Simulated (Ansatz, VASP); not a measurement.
# Ti: VASP beside Ansatz

INCAR

```
ALGO = Normal
EDIFF = 1E-6
ENCUT = 520
GGA = PS
ISIF = 2
ISMEAR = -1
LASPH = True
LCHARG = True
LELF = True
LREAL = False
LVHAR = True
LWAVE = False
NBANDS = 19
NELM = 100
PREC = Accurate
SIGMA = 0.05
```

File KPOINTS:

```
k-points
0
Gamma
  14 14 8
```

Contents of POSCAR:

```
Ti
1.0
    2.9101281370      0.0000000000      0.0000000000
   -1.4550640685      2.5202448949      0.0000000000
    0.0000000000      0.0000000000      4.6226679121
Ti
2
Direct
    0.3333333333      0.6666666667      0.2500000000
    0.6666666667      0.3333333333      0.7500000000
```

Input for Ansatz:

```yaml
crystal:
  lattice:
    - [2.910128137, 0.0, 0.0]
    - [-1.4550640685, 2.5202448949, 0.0]
    - [0.0, 0.0, 4.6226679121]
  atoms:
    - { symbol: Ti, position: [0.3333333333, 0.6666666667, 0.25] }
    - { symbol: Ti, position: [0.6666666667, 0.3333333333, 0.75] }
kpoints:
  mp_grid: { grid: [14, 14, 8] }
  band_path:
    path:
      - [0.0, 0.0, 0.0]
      - [0.5, 0.0, 0.0]
      - [0.3333333333, 0.3333333333, 0.0]
      - [0.0, 0.0, 0.0]
      - [0.0, 0.0, 0.5]
      - [0.5, 0.0, 0.5]
      - [0.3333333333, 0.3333333333, 0.5]
      - [0.0, 0.0, 0.5]
      - [0.5, 0.0, 0.5]
    npoints: 5
scf:
  occupations: { method: fermi_dirac, width: 0.05 }
hamiltonian:
  xc: pbesol
  pseudopotentials: { kind: all_electron, lapw: { basis_error: 0.00025 } }
output:
  forces: true
  stress: true
  eigenvalues: true
```

Change from the starting cell: volume scaled by 0.96.

Alike in both runs: task single point; functional PBEsol; k mesh 14 × 14 × 8; occupations fermi-dirac, width 0.05 eV; no spin polarisation.

|  | VASP | Ansatz |
| --- | --- | --- |
| version | VASP 6.6.1 | Ansatz 0.2.0 |
| potentials or method | VASP PAW PBE potentials, release 64 (Ti_sv), cutoff 520 eV | all-electron LAPW, scalar-relativistic |

|  | VASP | Ansatz | Ansatz less VASP |
| --- | --- | --- | --- |
| pressure (GPa) | -1.8 | -1.6 | +0.22 |
| traceless stress, the component that is largest in VASP (GPa) | -0.31 | -0.31 | -0.002 |

VASP's potentials were made for PBE, not for PBEsol. Ansatz ran all-electron here, and VASP with PAW potentials.
